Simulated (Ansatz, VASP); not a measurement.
## Hf3OF3: VASP beside Ansatz

```
Hf O F
1.0
     4.65849    0.00000    0.00000
     0.00000    4.65849    0.00000
     0.00000    0.00000    4.65849
Hf O F
3 1 3
Direct
  0.50000 0.00000 0.00000
  0.00000 0.50000 0.00000
  0.00000 0.00000 0.50000
  0.00000 0.00000 0.00000
  0.00000 0.50000 0.50000
  0.50000 0.00000 0.50000
  0.50000 0.50000 0.00000
```

Change from the starting cell: species swapped into the Ca3AsBr3 type (Pm-3m, No. 221).

Alike in both runs: functional PBE; k mesh 4 × 4 × 4; occupations gaussian, width 0.1 eV; no spin polarisation.

Ansatz relaxed the structure, and its values are those at the end. VASP's run is a single point on that final structure, the one shown.

|  | VASP | Ansatz |
| --- | --- | --- |
| version | VASP 6.6.1 | Ansatz 0.2.0 |
| potentials or method | VASP PAW PBE potentials, release 64 (Hf_pv, O, F), cutoff 520 eV | scalar-relativistic, plane waves, PAW |
| valence electrons in the cell | 57 | 105 |

|  | VASP | Ansatz | Ansatz less VASP |
| --- | --- | --- | --- |
| gap on the k mesh at the Fermi level (eV) | none | none | - |
| pressure (GPa) | -2.3 | -0.3 | +1.98 |

A gap of «none» marks a metal or a gap that the smearing closes. With one functional, cell and mesh, what is left measures potentials, basis and numerics. VASP's potentials hold 57 valence electrons a cell and Ansatz's 105, so a difference there can come from the potentials and not from the codes.

Neither program's run includes spin-orbit coupling.
